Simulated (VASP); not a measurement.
Write the native input for VASP 6.6.1 that does the following.

```yaml
Task: single point
Functional: PBE
Potentials_or_basis: VASP PAW PBE potentials, release 64 (Au)
Cutoff: 520 eV
k_mesh: 11 × 11 × 11
Occupations: gaussian, width 0.018 eV
Spin: no spin polarisation
Dipole_correction: no
Further_INCAR_settings: ALGO = Fast; EDIFF = 1e-06; NBANDS = 12
```

The structure of Au lies in POSCAR:

```
Au
1.0
    0.0000000000      2.0350000000      2.0350000000
    2.0350000000      0.0000000000      2.0350000000
    2.0350000000      2.0350000000      0.0000000000
Au
1
Direct
    0.0000000000      0.0000000000      0.0000000000
```

The input as run:

INCAR

```
SYSTEM = Au
ALGO     = Fast           ! electronic algorithm
EDIFF    = 1E-6           ! SCF threshold, eV
ENCUT    = 520            ! plane-wave cutoff, eV
GGA      = PE             ! functional
ISIF     = 2              ! what is computed and relaxed
ISMEAR   = 0              ! smearing method
LASPH    = .True.         ! aspherical terms in the spheres
LCHARG   = .True.         ! write CHGCAR
LELF     = .True.         ! ELF
LREAL    = .False.        ! projectors in reciprocal space
LVHAR    = .True.       
LWAVE    = .False.        ! write WAVECAR
NBANDS   = 12             ! bands
NELM     = 60             ! most SCF steps
PREC     = Accurate       ! precision mode
SIGMA    = 0.018000000000000002 ! smearing width, eV
```

KPOINTS

```
k-points
0
Gamma
  11 11 11
  0 0 0
```

Potentials or basis: VASP PAW PBE potentials, release 64 (Au).

Run with:

```sh
$ cat potpaw_PBE.64/Au/POTCAR > POTCAR
$ mpirun -np 1 vasp_std > vasp.out
```

Results of the run:

```yaml
Pressure: 10.6 GPa
```

Wall time 11 s on 1 thread of AMD EPYC 7R13 Processor (Zen 3) (shared host), peak memory 0.11 GiB.
